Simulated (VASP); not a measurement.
Set up this calculation in VASP 6.6.1, as the native input.

```yaml
Task: relaxation of cell and atoms
Functional: PBEsol
Potentials_or_basis: VASP PAW PBE potentials, release 64 (Au)
Cutoff: 600 eV
k_mesh: 11 × 11 × 6
Occupations: fermi-dirac, width 0.05 eV
Spin: no spin polarisation
Dipole_correction: no
Further_INCAR_settings: ALGO = Normal; EDIFF = 1e-06; IBRION = 2; EDIFFG = -0.01; NSW = 60; ISIF = 3
```

The structure of Au lies in POSCAR:

```
Au
1.0
    2.9000000000      0.0000000000      0.0000000000
   -1.4500000000      2.5114736710      0.0000000000
    0.0000000000      0.0000000000      4.8800000000
Au
2
Direct
    0.6666666667      0.3333333333      0.2500000000
    0.3333333333      0.6666666667      0.7500000000
```

The input as run:

INCAR

```
PREC = Accurate ; ENCUT = 600
EDIFF = 1E-6 ; ISMEAR = -1
SIGMA = 0.05 ; LREAL = False
LASPH = True ; NELM = 80
ALGO = Normal ; ISIF = 3
LWAVE = False ; LCHARG = False
GGA = PS ; IBRION = 2
NSW = 60 ; EDIFFG = -0.01
```

KPOINTS

```
Automatic mesh
0
Gamma
  11 11 6
```

Potentials or basis: VASP PAW PBE potentials, release 64 (Au).

The run is started by

```console
$ cat potpaw_PBE.64/Au/POTCAR > POTCAR
$ mpirun -np 1 vasp_std > vasp.out
```

It gave:

```json
{
  "Relaxed volume": "17.00 Å³/atom",
  "Relaxed cell": "a = 2.868 Å, b = 2.868 Å, c = 4.774 Å, α = 90.00°, β = 90.00°, γ = 120.00°",
  "Space group after relaxing (to 0.05 Å)": "P6_3/mmc (No. 194)",
  "Energy gained by relaxing": "16.7 meV/atom",
  "Ionic steps": "6",
  "Pressure after relaxing": "0.1 GPa",
  "Band gap on the k mesh": "zero (band 11 reaches 13.02 eV, above the bottom of band 12 at 6.67 eV)"
}
```

Caveat: the PAW data sets were made with another functional, which shifts forces and pressure a little; spin-orbit coupling is left out, which moves the levels of the heavy elements.

Wall time 66 s on 1 thread of AMD EPYC 9R45 96-Core Processor (Zen 5), on a shared host, peak memory 0.16 GiB.
